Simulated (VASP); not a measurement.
# CuO in VASP: notebook

Runs on CuO. Level: PBE. Tasks: single point.

Program: VASP 6.6.1. These are calculated values, not measurements. Logs are shortened: lines on timing, memory, paths and dates and some standing lists are left out, and cuts for length are marked.

## Step 1: The cell of the first run

Symmetry: Pm-3m, No. 221, cubic system. The conventional cell has a = 2.612 Å, b = 2.612 Å, c = 2.612 Å, α = 90.00°, β = 90.00°, γ = 90.00°. Within 3.0 Å of Cu (site symmetry m-3m) lie 8 O at 2.26 Å and 6 Cu at 2.61 Å. Within 3.0 Å of O (site symmetry m-3m) lie 8 Cu at 2.26 Å and 6 O at 2.61 Å.

## Step 2: Single point, PBE

INCAR

```
SYSTEM = CuO
PREC = Accurate ; ENCUT = 520
EDIFF = 1E-6 ; ISMEAR = -1
SIGMA = 0.05 ; LREAL = .FALSE.
LASPH = .TRUE. ; NELM = 60
ALGO = Normal ; ISIF = 2
LWAVE = .FALSE. ; LCHARG = .FALSE.
GGA = PE ; NBANDS = 16
```

KPOINTS

```
Automatic mesh
0
G
  10 10 10
  0 0 0
```

POSCAR

```
CuO
1.0
    2.6117581038      0.0000000000      0.0000000000
    0.0000000000      2.6117581038      0.0000000000
    0.0000000000      0.0000000000      2.6117581038
Cu O
1 1
Direct
    0.0000000000      0.0000000000      0.0000000000
    0.5000000000      0.5000000000      0.5000000000
```

Potentials or basis: VASP PAW PBE potentials, release 64 (Cu, O).

Run with:

```bash
> cat potpaw_PBE.64/Cu/POTCAR potpaw_PBE.64/O/POTCAR > POTCAR
> mpirun -np 1 vasp_std > vasp.out
```

OUTCAR:

```text
SYSTEM = CuO
   PREC = Accurate
   ENCUT = 520
   EDIFF = 1E-6
   ISMEAR = -1
   LREAL = .FALSE.
   LASPH = .TRUE.
   NELM = 60
   ISIF = 2
   GGA = PE

 ion  position               nearest neighbor table
   1  0.000  0.000  0.000-   2 2.26   2 2.26   2 2.26   2 2.26   2 2.26   2 2.26   2 2.26   2 2.26

   2  0.500  0.500  0.500-   1 2.26   1 2.26   1 2.26   1 2.26   1 2.26   1 2.26   1 2.26   1 2.26

  LATTYP: Found a simple cubic cell.
 ALAT       =     2.6117581038

  Lattice vectors:

 A1 = (   2.6117581038,   0.0000000000,   0.0000000000)
 A2 = (   0.0000000000,   2.6117581038,   0.0000000000)
 A3 = (   0.0000000000,   0.0000000000,   2.6117581038)

Analysis of symmetry for initial positions (statically):
=====================================================================
 Subroutine PRICEL returns:
 Original cell was already a primitive cell.

 Routine SETGRP: Setting up the symmetry group for a
 simple cubic supercell.

 Subroutine GETGRP returns: Found 48 space group operations
 (whereof 48 operations were pure point group operations)
 out of a pool of 48 trial point group operations.

The static configuration has the point symmetry O_h .

Analysis of symmetry for dynamics (positions and initial velocities):
=====================================================================
 Subroutine PRICEL returns:
 Original cell was already a primitive cell.

 Routine SETGRP: Setting up the symmetry group for a
 simple cubic supercell.

 Subroutine GETGRP returns: Found 48 space group operations
 (whereof 48 operations were pure point group operations)
 out of a pool of 48 trial point group operations.

The dynamic configuration has the point symmetry O_h .

 Subroutine INISYM returns: Found 48 space group operations
 (whereof 48 operations are pure point group operations),
 and found     1 'primitive' translations

----------------------------------------------------------------------------------------

                                     Primitive cell

  volume of cell :      17.8155

  direct lattice vectors                    reciprocal lattice vectors
     2.611758104  0.000000000  0.000000000     0.382883851  0.000000000  0.000000000
     0.000000000  2.611758104  0.000000000     0.000000000  0.382883851  0.000000000
     0.000000000  0.000000000  2.611758104     0.000000000  0.000000000  0.382883851

  length of vectors
     2.611758104  2.611758104  2.611758104     0.382883851  0.382883851  0.382883851

  position of ions in fractional coordinates (direct lattice)
     0.000000000  0.000000000  0.000000000
     0.500000000  0.500000000  0.500000000

  ion indices of the primitive-cell ions
   primitive index   ion index
                 1           1
                 2           2

----------------------------------------------------------------------------------------

 KPOINTS: Automatic mesh

Automatic generation of k-mesh.
 Grid dimensions read from file:
 generate k-points for:   10   10   10

 Generating k-lattice:

  Cartesian coordinates                     Fractional coordinates (reciprocal lattice)
     0.038288385  0.000000000  0.000000000     0.100000000  0.000000000  0.000000000
     0.000000000  0.038288385  0.000000000     0.000000000  0.100000000  0.000000000
     0.000000000  0.000000000  0.038288385     0.000000000  0.000000000  0.100000000

  Length of vectors
     0.038288385  0.038288385  0.038288385

  Shift w.r.t. Gamma in fractional coordinates (k-lattice)
     0.000000000  0.000000000  0.000000000

 Subroutine IBZKPT returns following result:
 ===========================================

 Found     56 irreducible k-points:

 Following reciprocal coordinates:
            Coordinates               Weight
  0.000000  0.000000  0.000000      1.000000
  0.100000  0.000000  0.000000      6.000000
  0.200000  0.000000  0.000000      6.000000
  0.300000  0.000000  0.000000      6.000000
  0.400000  0.000000  0.000000      6.000000
  0.500000  0.000000  0.000000      3.000000
[... 16 lines left out ...]
  0.200000  0.100000  0.100000     24.000000
  0.300000  0.100000  0.100000     24.000000
 [... further k-points ...]
   k-points           NKPTS =     56   k-points in BZ     NKDIM =     56   number of bands    NBANDS=     16
   number of dos      NEDOS =    301   number of ions     NIONS =      2
   total plane-waves  NPLWV =   8000
   dimension x,y,z NGX =    20 NGY =   20 NGZ =   20
   dimension x,y,z NGXF=    40 NGYF=   40 NGZF=   40
   ions per type =               1   1
   NGX,Y,Z   is equivalent  to a cutoff of  12.73, 12.73, 12.73 a.u.
   NGXF,Y,Z  is equivalent  to a cutoff of  25.46, 25.46, 25.46 a.u.
 SYSTEM =  CuO
   PREC   = accura    normal or accurate (medium, high low for compatibility)
   ISTART =      0    job   : 0-new  1-cont  2-samecut
   ICHARG =      2    charge: 1-file 2-atom 10-const
   ISPIN  =      1    spin polarized calculation?
   LNONCOLLINEAR =      F non collinear calculations
   LSORBIT =      F    spin-orbit coupling
   LASPH  =      T    aspherical Exc in radial PAW
   ENCUT  =  520.0 eV  38.22 Ry    6.18 a.u.   4.86  4.86  4.86*2*pi/ulx,y,z
   NELM   =     60;   NELMIN=  2; NELMDL= -5     # of ELM steps
   EDIFF  = 0.1E-05   stopping-criterion for ELM
   LREAL  =      F    real-space projection
   EDIFFG = 0.1E-04   stopping-criterion for IOM
   NSW    =      0    number of steps for IOM
   IBRION =     -1    ionic relax: 0-MD 1-quasi-New 2-CG
   NFREE  =      0    steps in history (QN), initial steepest desc. (CG)
   ISIF   =      2    stress and relaxation
   ISYM   =      2    0-nonsym 1-usesym 2-fastsym
   POTIM  = 0.5000    time-step for ionic-motion
   TEBEG  =    0.0;   TEEND  =   0.0 temperature during run
   PSTRESS=    0.0 pullay stress
   NELECT =      17.0000    total number of electrons
   NUPDOWN=      -1.0000    fix difference up-down
   EMIN   =  10.00;   EMAX   =-10.00  energy-range for DOS
   EFERMI =   0.00;   METHOD = LEGACY
   ISMEAR =    -1;   SIGMA  =   0.05  broadening in eV -4-tet -1-fermi 0-gaus
   EFERMI_NEDOS =   21; number of points for ismear=-14 and -15
   IALGO  =     38    algorithm
   IMIX   =      4    mixing-type and parameters
     AMIX     =   0.40;   BMIX     =  1.00
     AMIX_MAG =   1.60;   BMIX_MAG =  1.00
  volume/ion in A,a.u.               =       8.91        60.11
  Fermi-wavevector in a.u.,A,eV,Ry     =   1.611727  3.045723 35.343370  2.597664
  Thomas-Fermi vector in A             =   2.707071
   LORBIT       =      0    0 simple, 1 ext, 2 COOP (PROOUT), +10 PAW based schemes
   GGA     = PE    functional components
   LHFCALC =     F    Hartree Fock is set to
   AEXX    =    0.0000 exact exchange contribution
   IVDW    =     0    specifies the selected vdW correction
   LEPSILON=     F    determine dielectric tensor
   LRPA    =     F    only Hartree local field effects (RPA)
 non-spin polarized calculation
  energy-cutoff  :      520.00
  volume of cell :       17.82
 maximum number of plane-waves:       500
 NGX is ok and might be reduce to    20
   NGX =  9   NGY =  9   NGZ =  9

 number of electron      17.0000018 magnetization

 Free energy of the ion-electron system (eV)
  ---------------------------------------------------
  ext. energy  EPLUGINS =         0.00000000
  ---------------------------------------------------
  free energy    TOTEN  =        -8.61147539 eV

  energy without entropy =       -8.58619411  energy(sigma->0) =       -8.59883475

 E-fermi :   6.6906     XC(G=0): -12.9335

 val. band max:        6.6564158416   @ k =   0.5000   0.1000   0.0000
 cond. band min:       6.6939993775   @ k =   0.5000   0.4000   0.2000
 fundamental gap:      0.0375835359
 Fermi energy:         6.6906293402

 k-point     1 :       0.0000    0.0000    0.0000
  band No.  band energies     occupation
      1     -12.7798      2.00000
      2       3.3535      2.00000
      3       3.3535      2.00000
      4       4.8176      2.00000
      5       4.8176      2.00000
      6       4.8176      2.00000
[... 8 lines left out ...]
     15      26.7019      0.00000
     16      39.8217      0.00000

 k-point     2 :       0.1000    0.0000    0.0000
  band No.  band energies     occupation
      1     -12.6770      2.00000
      2       3.0104      2.00000
      3       3.3788      2.00000
      4       4.3839      2.00000
      5       4.3839      2.00000
      6       4.4123      2.00000
[... 8 lines left out ...]
     15      27.5078      0.00000
     16      37.1084      0.00000

 k-point     3 :       0.2000    0.0000    0.0000
  band No.  band energies     occupation
      1     -12.3922      2.00000
      2       1.7141      2.00000
      3       3.4455      2.00000
      4       3.9201      2.00000
      5       3.9201      2.00000
      6       4.5070      2.00000
[... 8 lines left out ...]
     15      29.4616      0.00000
     16      34.0032      0.00000

 k-point     4 :       0.3000    0.0000    0.0000
  band No.  band energies     occupation
      1     -12.0023      2.00000
      2       0.2738      2.00000
      3       3.5292      2.00000
      4       3.5600      2.00000
      5       3.5600      2.00000
      6       4.9542      2.00000
[... 8 lines left out ...]
     15      31.4311      0.00000
     16      32.1287      0.00000
[... 324 lines left out ...]
 k-point    22 :       0.1000    0.1000    0.1000
  band No.  band energies     occupation
      1     -12.4786      2.00000
      2       3.0894      2.00000
      3       3.0894      2.00000
      4       3.1492      2.00000
      5       4.4749      2.00000
      6       4.4749      2.00000
[... 8 lines left out ...]
     15      28.0497      0.00000
     16      35.1618      0.00000

 k-point    23 :       0.2000    0.1000    0.1000
  band No.  band energies     occupation
      1     -12.2079      2.00000
      2       1.8425      2.00000
      3       3.1062      2.00000
      4       3.3283      2.00000
      5       4.0776      2.00000
      6       4.6862      2.00000
[... 8 lines left out ...]
     15      30.1309      0.00000
     16      33.7225      0.00000

 k-point    24 :       0.3000    0.1000    0.1000
  band No.  band energies     occupation
      1     -11.8396      2.00000
      2       0.5102      2.00000
      3       3.0804      2.00000
      4       3.4594      2.00000
      5       3.8412      2.00000
      6       4.8997      2.00000
[... 8 lines left out ...]
     15      32.4925      0.00000
     16      32.7496      0.00000

 [... further k-points ...]

------------------------ aborting loop because EDIFF is reached ----------------------------------------

  FORCE on cell =-STRESS in cart. coord.  units (eV):
  Direction    XX          YY          ZZ          XY          YZ          ZX
  --------------------------------------------------------------------------------------
  -------------------------------------------------------------------------------------
  Total        0.5715922      0.5715922      0.5715922     -0.0000000     -0.0000000     -0.0000000
  in kB       51.4041335     51.4041335     51.4041335     -0.0000000     -0.0000000     -0.0000000
  external PRESSURE =      51.4041335 kB  Pullay stress =       0.0000000 kB

 VOLUME and BASIS-vectors are now :
 -----------------------------------------------------------------------------
  energy-cutoff  :      520.00
  volume of cell :       17.82
      direct lattice vectors                 reciprocal lattice vectors
     2.611758104  0.000000000  0.000000000     0.382883851  0.000000000  0.000000000
     0.000000000  2.611758104  0.000000000     0.000000000  0.382883851  0.000000000
     0.000000000  0.000000000  2.611758104     0.000000000  0.000000000  0.382883851

 POSITION                                       TOTAL-FORCE (eV/Angst)
 -----------------------------------------------------------------------------------
      0.00000      0.00000      0.00000         0.000000      0.000000      0.000000
      1.30588      1.30588      1.30588         0.000000      0.000000      0.000000
 -----------------------------------------------------------------------------------
    total drift:                                0.000000      0.000000      0.000000

  FREE ENERGIE OF THE ION-ELECTRON SYSTEM (eV)
  ---------------------------------------------------
  free  energy   TOTEN  =        -8.6114753853 eV

  energy  without entropy=       -8.5861941117  energy(sigma->0) =       -8.59883475
```

Wall time 6 s (1 thread of Intel Xeon 6975P-C (Granite Rapids), shared host); peak memory 0.13 GiB.

What came out:

| Property | Result |
| --- | --- |
| Free energy | -8.6115 eV |
| Pressure | 5.1 GPa |

Levels at points of the mesh, in eV from the Fermi level:
| k point | band 5 | band 6 | band 7 | band 8 | band 9 | band 10 | band 11 | band 12 | band 13 | band 14 |
| --- | --- | --- | --- | --- | --- | --- | --- | --- | --- | --- |
| (0.00, 0.00, 0.00) | -1.87 | -1.87 | -1.62 | -1.62 | -1.62 | 0.88 | 15.84 | 15.84 | 20.01 | 20.01 |
| (0.50, 0.00, 0.00) | -3.07 | -1.55 | -1.14 | 0.42 | 0.42 | 6.58 | 8.10 | 17.65 | 17.89 | 17.89 |
| (0.50, 0.50, 0.00) | -2.13 | -2.08 | -2.08 | -1.17 | -0.91 | 5.31 | 11.55 | 11.55 | 17.36 | 24.95 |
| (0.50, 0.50, 0.50) | -1.14 | -1.14 | 0.32 | 0.32 | 0.32 | 7.06 | 7.06 | 7.06 | 13.37 | 22.36 |

Caveat: an odd number of electrons without spin polarisation forces a metal; a magnetic or distorted state may lie lower; semilocal functionals often make such compounds metallic where correlation or magnetic order opens a gap, which also shifts bond lengths.

## Step 3: Single point, PBE

This run uses another cell than the first one, of 7.98 Å³/atom, 0.896 times its volume.

INCAR

```
ALGO = Normal ; EDIFF = 1E-6
ENCUT = 520 ; GGA = PE
ISIF = 2 ; ISMEAR = -1
LASPH = T ; LCHARG = T
LELF = T ; LREAL = F
LVHAR = T ; LWAVE = F
NBANDS = 16 ; NELM = 100
PREC = Accurate ; SIGMA = 0.05
```

KPOINTS

```
k-points
0
Gamma
  9 9 9
```

POSCAR

```
CuO
1.0
    2.5525506100      0.0000000000      0.0000000000
    0.0000000000      2.5525506100      0.0000000000
    0.0000000000      0.0000000000      2.4504485856
Cu O
1 1
Direct
    0.0000000000      0.0000000000      0.0000000000
    0.5000000000      0.5000000000      0.5000000000
```

Potentials or basis: VASP PAW PBE potentials, release 64 (Cu, O).

Run with:

```bash
> cat potpaw_PBE.64/Cu/POTCAR potpaw_PBE.64/O/POTCAR > POTCAR
> mpirun -np 1 vasp_std > vasp.out
```

Run time: 7.3 s. Hardware: 1 thread of Intel Xeon 6975P-C (Granite Rapids), shared host; peak memory 0.13 GiB.

Results (log left out):

* Free energy: -8.3826 eV
* Pressure: 33.4 GPa

Stress tensor (GPa, compression positive):
```
28.50  0.00  0.00
 0.00 28.50  0.00
 0.00  0.00 43.10
```

Levels at points of the mesh, in eV from the Fermi level:
```
           k point  band 5  band 6  band 7  band 8  band 9  band 10  band 11  band 12  band 13  band 14
(0.00, 0.00, 0.00)   -2.46   -1.87   -1.84   -1.78   -1.78     1.52    15.91    16.90    21.12    21.12
```

Caveat: an odd number of electrons without spin polarisation forces a metal; a magnetic or distorted state may lie lower; semilocal functionals often make such compounds metallic where correlation or magnetic order opens a gap, which also shifts bond lengths. With open d or f shells a metallic result of PBE can be an artefact of self-interaction; +U or a hybrid may open a gap.

## Step 4: Single point, PBE

This run uses another cell than the first one, of 8.15 Å³/atom, 0.915 times its volume.

INCAR

```
PREC = Accurate ; ENCUT = 520
EDIFF = 1E-6 ; ISMEAR = -1
SIGMA = 0.05 ; LREAL = False
LASPH = True ; NELM = 100
ALGO = Normal ; ISIF = 2
LWAVE = False ; LCHARG = False
GGA = PE ; NBANDS = 16
```

KPOINTS

```
regular mesh
0
Gamma
  9 9 9
```

Changes to POSCAR since step 3:

```diff
@@ -4,3 +4,3 @@
     0.0000000000      2.5525506100      0.0000000000
-    0.0000000000      0.0000000000      2.4504485856
+    0.0000000000      0.0000000000      2.5014995978
 Cu O
```

Run with:

```bash
> cat potpaw_PBE.64/Cu/POTCAR potpaw_PBE.64/O/POTCAR > POTCAR
> mpirun -np 1 vasp_std > vasp.out
```

It took 8 s on 1 thread of Intel Xeon 6975P-C (Granite Rapids), shared host; peak memory 0.13 GiB.

Results (log left out):

```
Free energy : -8.4605 eV
Pressure    : 26.9 GPa
```

Stress tensor (GPa, compression positive):
```
24.64  0.00  0.00
 0.00 24.64  0.00
 0.00  0.00 31.48
```

Levels at points of the mesh, in eV from the Fermi level:
```tsv
k point	band 7	band 8	band 9	band 10	band 11	band 12
(0.00, 0.00, 0.00)	-1.80	-1.76	-1.76	1.40	16.04	16.52
```

Caveat: an odd number of electrons without spin polarisation forces a metal; a magnetic or distorted state may lie lower; semilocal functionals often make such compounds metallic where correlation or magnetic order opens a gap, which also shifts bond lengths. With open d or f shells a metallic result of PBE can be an artefact of self-interaction; +U or a hybrid may open a gap.

## Step 5: Overview

| cell | k mesh | gap on the mesh (eV) | pressure (GPa) |
| --- | --- | --- | --- |
| a = 2.612 Å, 2 atoms | 10 × 10 × 10 | none | 5.1 |
| a = 2.553, b = 2.553, c = 2.450 Å, 2 atoms | 9 × 9 × 9 | none | 33.4 |
| a = 2.553, b = 2.553, c = 2.501 Å, 2 atoms | 9 × 9 × 9 | none | 26.9 |

Alike in all rows: task single point; level PBE; potentials or basis VASP PAW PBE potentials, release 64 (Cu, O); no spin polarisation; cutoff (eV) 520; smearing fermi-dirac 0.05 eV.

Caveats: an odd number of electrons without spin polarisation forces a metal; a magnetic or distorted state may lie lower; semilocal functionals often make such compounds metallic where correlation or magnetic order opens a gap, which also shifts bond lengths.

Total energies depend on the potentials used, so only differences within one code and one set of settings carry meaning.
